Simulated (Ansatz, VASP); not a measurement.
**One calculation of LiF, two programs**

Contents of POSCAR:

```
LiF
1.0
    0.0000000000      2.1141650707      2.1141650707
    2.1141650707      0.0000000000      2.1141650707
    2.1141650707      2.1141650707      0.0000000000
Li F
1 1
Direct
    0.0000000000      0.0000000000      0.0000000000
    0.5000000000      0.5000000000      0.5000000000
```

The input INCAR.step1:

```
SYSTEM = LiF
PREC = Accurate
ENCUT = 520
EDIFF = 1E-5
ISMEAR = 0
SIGMA = 0.01
LREAL = .FALSE.
LASPH = .TRUE.
NELM = 80
ALGO = Normal
ISIF = 2
LWAVE = .TRUE.
LCHARG = .FALSE.
GGA = PE
NBANDS = 12
```

INCAR.step2

```
SYSTEM = LiF
PREC = Accurate
ENCUT = 520
EDIFF = 1E-6
ISMEAR = 0
SIGMA = 0.01
LREAL = .FALSE.
LASPH = .TRUE.
NELM = 80
ALGO = Normal
ISIF = 2
LWAVE = .FALSE.
LCHARG = .FALSE.
GGA = PE
LHFCALC = .TRUE.
HFSCREEN = 0.2079
PRECFOCK = Normal
ISTART = 1
NBANDS = 12
```

File KPOINTS:

```
Automatic mesh
0
G
  8 8 8
  0 0 0
```

Input for Ansatz:

```yaml
crystal:
  lattice:
    - [0.0, 2.1141650707, 2.1141650707]
    - [2.1141650707, 0.0, 2.1141650707]
    - [2.1141650707, 2.1141650707, 0.0]
  atoms:
    - { symbol: Li, position: [0.0, 0.0, 0.0] }
    - { symbol: F, position: [0.5, 0.5, 0.5] }
kpoints:
  mp_grid: { grid: [8, 8, 8] }
  band_path:
    path:
      - [0.0, 0.0, 0.0]
      - [0.5, 0.0, 0.5]
      - [0.625, 0.25, 0.625]
      - [0.375, 0.375, 0.75]
      - [0.5, 0.5, 0.5]
      - [0.5, 0.25, 0.75]
      - [-0.0625, 0.0, 0.0625]
    npoints: 1
hamiltonian:
  xc: hse06
scf:
  occupations: { method: fixed }
  n_extra_bands: 4
output:
  forces: true
  stress: true
  eigenvalues: true
  write_density: true
  write_potential: true
  elf: true
  volumetric_format: npy
```

Change from the starting cell: hydrostatic strain +6.0%.

Alike in both runs: task single point; functional HSE06; k mesh 8 × 8 × 8; no spin polarisation.

```csv
,VASP,Ansatz
version,VASP 6.6.1,Ansatz 0.2.0
potentials or method,"VASP PAW PBE potentials, release 64 (Li_sv, F)","plane waves, PAW"
plane-wave cutoff (eV),520,420
occupations,"gaussian, width 0.01 eV",fixed
valence electrons in the cell,10,10
```

|  | VASP | Ansatz | Ansatz less VASP |
| --- | --- | --- | --- |
| gap on the k mesh at the Fermi level (eV) | 10.11 | 10.12 | +0.012 |

Ansatz's warnings: stress exchange threshold loose, stress scf threshold loose.

Noted on VASP's run: the cutoff is under 1.25 times that of the potentials, so the pressure is a little rough.
